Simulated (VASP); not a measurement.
# LiH (Pm-3m) in VASP: G0W0 quasiparticle levels with PBE

Aim: the G0W0 quasiparticle levels of LiH with PBE.

All numbers are computed with VASP 6.6.1; they aren't measurements. Logs are shortened: lines on timing, memory, paths and dates and some standing lists are left out, and cuts for length are marked.

**1. The cell of the first run**

It takes space group Pm-3m (No. 221, cubic). The conventional cell has a = 2.502 Å, b = 2.502 Å, c = 2.502 Å, α = 90.00°, β = 90.00°, γ = 90.00°. Within 2.9 Å of Li (site symmetry m-3m) lie 8 H at 2.17 Å and 6 Li at 2.50 Å. Within 2.9 Å of H (site symmetry m-3m) lie 8 Li at 2.17 Å and 6 H at 2.50 Å.

**2. G0W0 quasiparticle levels, PBE**

POSCAR

```
LiH
1.0
    2.5016587118      0.0000000000      0.0000000000
    0.0000000000      2.5016587118      0.0000000000
    0.0000000000      0.0000000000      2.5016587118
Li H
1 1
Direct
    0.0000000000      0.0000000000      0.0000000000
    0.5000000000      0.5000000000      0.5000000000
```

INCAR.step1

```
SYSTEM = LiH
PREC = Accurate
ENCUT = 500
EDIFF = 1E-8
ISMEAR = 0
SIGMA = 0.01
LREAL = .FALSE.
LASPH = .TRUE.
NELM = 80
ALGO = Normal
LWAVE = .TRUE.
LCHARG = .FALSE.
GGA = PE
```

INCAR.step2

```
SYSTEM = LiH
PREC = Accurate
ENCUT = 500
EDIFF = 1E-8
ISMEAR = 0
SIGMA = 0.01
LREAL = .FALSE.
LASPH = .TRUE.
NELM = 1
ALGO = Exact
LWAVE = .TRUE.
LCHARG = .FALSE.
GGA = PE
NBANDS = 117
LOPTICS = .TRUE.
ISTART = 1
```

INCAR.step3

```
SYSTEM = LiH
PREC = Accurate
ENCUT = 500
EDIFF = 1E-8
ISMEAR = 0
SIGMA = 0.01
LREAL = .FALSE.
LASPH = .TRUE.
ALGO = EVGW0
LWAVE = .FALSE.
LCHARG = .FALSE.
GGA = PE
NELMGW = 1
NBANDS = 117
ENCUTGW = 200
NOMEGA = 96
PRECFOCK = Fast
ISTART = 1
NBANDSGW = 9
OMEGAMAX = 20
```

KPOINTS

```
regular mesh
0
G
  6 6 6
  0 0 0
```

Potentials or basis: VASP PAW PBE potentials, release 64 (Li_GW, H_GW).

Started as:

```bash
$ cat potpaw_PBE.64/Li_GW/POTCAR potpaw_PBE.64/H_GW/POTCAR > POTCAR
$ cp INCAR.step1 INCAR
$ mpirun -np 1 vasp_std > vasp.out
$ cp INCAR.step2 INCAR
$ mpirun -np 1 vasp_std > vasp.out
$ cp INCAR.step3 INCAR
$ mpirun -np 1 vasp_std > vasp.out
```

OUTCAR:

```text
SYSTEM = LiH
   PREC = Accurate
   ENCUT = 500
   EDIFF = 1E-8
   ISMEAR = 0
   LREAL = .FALSE.
   LASPH = .TRUE.
   GGA = PE
   NELMGW = 1
   ENCUTGW = 200
   PRECFOCK = Fast
   ISTART = 1

 ion  position               nearest neighbor table
   1  0.000  0.000  0.000-   2 2.17   2 2.17   2 2.17   2 2.17   2 2.17   2 2.17   2 2.17   2 2.17

   2  0.500  0.500  0.500-   1 2.17   1 2.17   1 2.17   1 2.17   1 2.17   1 2.17   1 2.17   1 2.17

  LATTYP: Found a simple cubic cell.
 ALAT       =     2.5016587118

  Lattice vectors:

 A1 = (   2.5016587118,   0.0000000000,   0.0000000000)
 A2 = (   0.0000000000,   2.5016587118,   0.0000000000)
 A3 = (   0.0000000000,   0.0000000000,   2.5016587118)

Analysis of symmetry for initial positions (statically):
=====================================================================
 Subroutine PRICEL returns:
 Original cell was already a primitive cell.

 Routine SETGRP: Setting up the symmetry group for a
 simple cubic supercell.

 Subroutine GETGRP returns: Found 48 space group operations
 (whereof 48 operations were pure point group operations)
 out of a pool of 48 trial point group operations.

The static configuration has the point symmetry O_h .

Analysis of symmetry for dynamics (positions and initial velocities):
=====================================================================
 Subroutine PRICEL returns:
 Original cell was already a primitive cell.

 Routine SETGRP: Setting up the symmetry group for a
 simple cubic supercell.

 Subroutine GETGRP returns: Found 48 space group operations
 (whereof 48 operations were pure point group operations)
 out of a pool of 48 trial point group operations.

The dynamic configuration has the point symmetry O_h .

 Subroutine INISYM returns: Found 48 space group operations
 (whereof 48 operations are pure point group operations),
 and found     1 'primitive' translations

----------------------------------------------------------------------------------------

[... 72 lines left out ...]
   dimension x,y,z NGX =    18 NGY =   18 NGZ =   18
   dimension x,y,z NGXF=    36 NGYF=   36 NGZF=   36
   ions per type =               1   1
   NGX,Y,Z   is equivalent  to a cutoff of  11.96, 11.96, 11.96 a.u.
   NGXF,Y,Z  is equivalent  to a cutoff of  23.92, 23.92, 23.92 a.u.
 SYSTEM =  LiH
   PREC   = accura    normal or accurate (medium, high low for compatibility)
   ISTART =      1    job   : 0-new  1-cont  2-samecut
   ICHARG =      0    charge: 1-file 2-atom 10-const
   ISPIN  =      1    spin polarized calculation?
   LNONCOLLINEAR =      F non collinear calculations
   LSORBIT =      F    spin-orbit coupling
   LASPH  =      T    aspherical Exc in radial PAW
   ENCUT  =  500.0 eV  36.75 Ry    6.06 a.u.   4.56  4.56  4.56*2*pi/ulx,y,z
   NELM   =     60;   NELMIN=  2; NELMDL=  0     # of ELM steps
   EDIFF  = 0.1E-07   stopping-criterion for ELM
   LREAL  =      F    real-space projection
   EDIFFG = 0.1E-06   stopping-criterion for IOM
   NSW    =      0    number of steps for IOM
   IBRION =     -1    ionic relax: 0-MD 1-quasi-New 2-CG
   NFREE  =      0    steps in history (QN), initial steepest desc. (CG)
   ISIF   =      0    stress and relaxation
   ISYM   =      3    0-nonsym 1-usesym 2-fastsym
   POTIM  = 0.5000    time-step for ionic-motion
   TEBEG  =    0.0;   TEEND  =   0.0 temperature during run
   PSTRESS=    0.0 pullay stress
   NELECT =       2.0000    total number of electrons
   NUPDOWN=      -1.0000    fix difference up-down
   EMIN   =  10.00;   EMAX   =-10.00  energy-range for DOS
   EFERMI =   0.00;   METHOD = LEGACY
   ISMEAR =     0;   SIGMA  =   0.01  broadening in eV -4-tet -1-fermi 0-gaus
   EFERMI_NEDOS =   21; number of points for ismear=-14 and -15
   IALGO  =     38    algorithm
   IMIX   =      4    mixing-type and parameters
     AMIX     =   0.40;   BMIX     =  1.00
     AMIX_MAG =   1.60;   BMIX_MAG =  1.00
  volume/ion in A,a.u.               =       7.83        52.83
  Fermi-wavevector in a.u.,A,eV,Ry     =   0.824499  1.558077  9.249220  0.679799
  Thomas-Fermi vector in A             =   1.936194
   LORBIT       =      0    0 simple, 1 ext, 2 COOP (PROOUT), +10 PAW based schemes
   GGA     = PE    functional components
   LHFCALC =     T    Hartree Fock is set to
   PRECFOCK=fast      Normal, Fast or Accurate (Low or Medium for compatibility)
   ENCUT4O =  -1.0   cutoff for four orbital integrals eV
   NKREDX  =     1    reduce k-point grid by
   NKREDY  =     1    reduce k-point grid by
   NKREDZ  =     1    reduce k-point grid by
   AEXX    =    1.0000 exact exchange contribution
   HFSCREEN=    0.0000 screening length (either q_TF or 0.3 A-1)
   HFSCREENC=   0.0000 screening length for correlation (either q_TF or 0.3 A-1)
   ENCUTFOCK=  -1.0 apply spherical cutoff to Coloumb kernel
   IVDW    =     0    specifies the selected vdW correction
   LEPSILON=     F    determine dielectric tensor
   LRPA    =     F    only Hartree local field effects (RPA)
   LRPAFORCE           =     F    calculate RPA forces
   ENCUTGW             = 200.0    cutoff for response function in eV
   ENCUTGWSOFT         = 160.0    soft cutoff for Coulomb kernel in GW response function in eV
   ENCUTLF             =  -1.0    cutoff for local field effects
   NELMGW              =     1    number of iterations in solving QP/BSE equation
   NELMHF              =     1    number of iterations in the inner HF iteration
   NKREDLFX            =     1    NKREDLFY  =   1   NKREDLFZ  =   1
 non-spin polarized calculation
 Gauss-broadening in eV      SIGMA  =   0.01
  energy-cutoff  :      500.00
  volume of cell :       15.66
 maximum number of plane-waves:       432
  NGX = 12; NGY = 12; NGZ = 12
   NGX =  9   NGY =  9   NGZ =  9
 maximum number of plane-waves:       110

 QP shifts <psi_nk| G(iteration)W_0 |psi_nk>: iteration 1
 for sc-GW calculations column KS-energies equals QP-energies in previous step
 and V_xc(KS)=  KS-energies - (<T + V_ion + V_H > + <T+V_H+V_ion>^1  + <V_x>^1)

 k-point   1 :       0.0000    0.0000    0.0000
  band No.  KS-energies  QP-energies   sigma(KS)   V_xc(KS)     V^pw_x(r,r')   Z            occupation Imag(sigma)

      1      -8.1330      -9.3914     -11.3129      -9.4107     -15.2458       0.6615       2.0000       0.3191
      2      12.7095      13.4266      -6.8547      -7.8209      -1.5592       0.7422       0.0000      -0.5236
      3      12.7095      13.4266      -6.8547      -7.8209      -1.5592       0.7422       0.0000      -0.5236
      4      12.7095      13.4266      -6.8547      -7.8209      -1.5592       0.7422       0.0000      -0.5236
      5      13.2834      13.5890     -10.4540     -10.9063      -3.8260       0.6755       0.0000      -0.8442
      6      15.8463      15.9859      -7.1456      -7.3095      -1.2859       0.8516       0.0000      -1.6864
      7      15.8463      15.9859      -7.1456      -7.3095      -1.2859       0.8516       0.0000      -1.6864
      8      32.4343      34.3814      -6.9153      -9.3330      -1.3392       0.8054       0.0000      -1.8743
      9      32.4343      34.3814      -6.9153      -9.3330      -1.3392       0.8054       0.0000      -1.8743
[... 238 lines left out ...]
      1       0.7538      -0.3493     -13.8066     -12.3577     -14.6446       0.7613       2.0000       0.0341
      2       7.1468       7.8016      -6.2315      -7.1229      -1.3204       0.7346       0.0000      -0.1532
      3       7.1468       7.8016      -6.2315      -7.1229      -1.3204       0.7346       0.0000      -0.1532
      4       7.1468       7.8016      -6.2315      -7.1229      -1.3204       0.7346       0.0000      -0.1532
      5       9.4942       9.9191      -7.6841      -8.2399      -3.0159       0.7643       0.0000      -0.3013
      6       9.4942       9.9191      -7.6841      -8.2399      -3.0159       0.7643       0.0000      -0.3013
      7       9.4942       9.9191      -7.6841      -8.2399      -3.0159       0.7643       0.0000      -0.3013
      8      22.2975      23.0502      -6.4818      -7.4134      -0.6622       0.8079       0.0000      -1.6023
      9      45.7332      48.6090      -7.4451     -10.8595      -1.9186       0.8423       0.0000      -4.0734
```

OUTCAR.step1:

```text
SYSTEM = LiH
   PREC = Accurate
   ENCUT = 500
   EDIFF = 1E-8
   ISMEAR = 0
   LREAL = .FALSE.
   LASPH = .TRUE.
[... 374 lines left out ...]
      0.00000      0.00000      0.00000         0.000000      0.000000      0.000000
      1.25083      1.25083      1.25083         0.000000      0.000000      0.000000
 -----------------------------------------------------------------------------------
    total drift:                                0.000000     -0.000000     -0.000000

  FREE ENERGIE OF THE ION-ELECTRON SYSTEM (eV)
  ---------------------------------------------------
  free  energy   TOTEN  =        -5.6369374789 eV

  energy  without entropy=       -5.6369374789  energy(sigma->0) =       -5.63693748
```

Run time: 2.9 min. Hardware: 1 thread of AMD EPYC 9R45 (Zen 5), shared host; peak memory 0.39 GiB.

What came out:

| Item | Value |
| --- | --- |
| Quasiparticle gap | 2.24 eV |
| Least direct quasiparticle gap | 6.14 eV |
| Band gap of the starting levels on the mesh | 0.67 eV |
| Least direct gap of the starting levels on the mesh | 4.21 eV |

Caveat: the k points lie up to 0.42 Å⁻¹ apart; bands, screening cutoff and mesh are small and nothing is extrapolated, so the quasiparticle values aren't converged; the structure was generated, so it needn't be the stable form of LiH.
